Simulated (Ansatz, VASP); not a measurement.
**PtSeS4 in VASP and in Ansatz**

The input INCAR:

```
PREC = Accurate
ENCUT = 520
EDIFF = 1E-6
ISMEAR = 0
SIGMA = 0.1
LREAL = F
LASPH = T
NELM = 60
ALGO = Normal
ISIF = 2
LWAVE = F
LCHARG = T
GGA = PE
LELF = T
LVHAR = T
NBANDS = 29
```

Contents of KPOINTS:

```
Automatic mesh
0
Gamma
  4 4 4
```

Contents of POSCAR:

```
PtSeS4
1.0
    0.0000000000      4.0556799400      4.0556799400
    4.0556799400      0.0000000000      4.0556799400
    4.0556799400      4.0556799400      0.0000000000
Pt Se S
1 1 4
Direct
    0.0000000000      0.0000000000      0.0000000000
    0.7500000000      0.7500000000      0.7500000000
    0.8769740200      0.3743419900      0.3743419900
    0.3743419900      0.3743419900      0.3743419900
    0.3743419900      0.8769740200      0.3743419900
    0.3743419900      0.3743419900      0.8769740200
```

Input for Ansatz:

```yaml
crystal:
  lattice:
    - [0.0, 4.05567994, 4.05567994]
    - [4.05567994, 0.0, 4.05567994]
    - [4.05567994, 4.05567994, 0.0]
  atoms:
    - { symbol: Pt, position: [0.0, 0.0, 0.0] }
    - { symbol: Se, position: [0.75, 0.75, 0.75] }
    - { symbol: S, position: [0.87697402, 0.37434199, 0.37434199] }
    - { symbol: S, position: [0.37434199, 0.37434199, 0.37434199] }
    - { symbol: S, position: [0.37434199, 0.87697402, 0.37434199] }
    - { symbol: S, position: [0.37434199, 0.37434199, 0.87697402] }
basis:
  ecutwfc: 420
kpoints:
  mp_grid: { grid: [4, 4, 4] }
hamiltonian:
  xc: pbe
scf:
  occupations: { method: gaussian, width: 0.1 }
  lower_state_search: "off"
output:
  forces: true
  stress: true
  eigenvalues: true
```

Change from the starting cell: species swapped into the LuCdNi4 type (F-43m, No. 216).

Alike in both runs: task single point; functional PBE; k mesh 4 × 4 × 4; occupations gaussian, width 0.1 eV; no spin polarisation.

|  | VASP | Ansatz |
| --- | --- | --- |
| version | VASP 6.6.1 | Ansatz 0.2.0 |
| potentials or method | VASP PAW PBE potentials, release 64 (Pt, Se, S), cutoff 520 eV | scalar-relativistic, plane waves, PAW |
| valence electrons in the cell | 40 | 58 |

|  | VASP | Ansatz | Ansatz less VASP |
| --- | --- | --- | --- |
| gap on the k mesh at the Fermi level (eV) | none | none | - |
| pressure (GPa) | -11.5 | -11.4 | +0.07 |
| rms of the force components (eV/Å) | 0.136 | 0.135 | -0.0010 |

Atom by atom the forces differ by 0.001 eV/Å (rms over components). A gap of «none» marks a metal or a gap that the smearing closes. VASP's potentials hold 40 valence electrons a cell and Ansatz's 58, so a difference there can come from the potentials and not from the codes.

Neither program's run includes spin-orbit coupling.
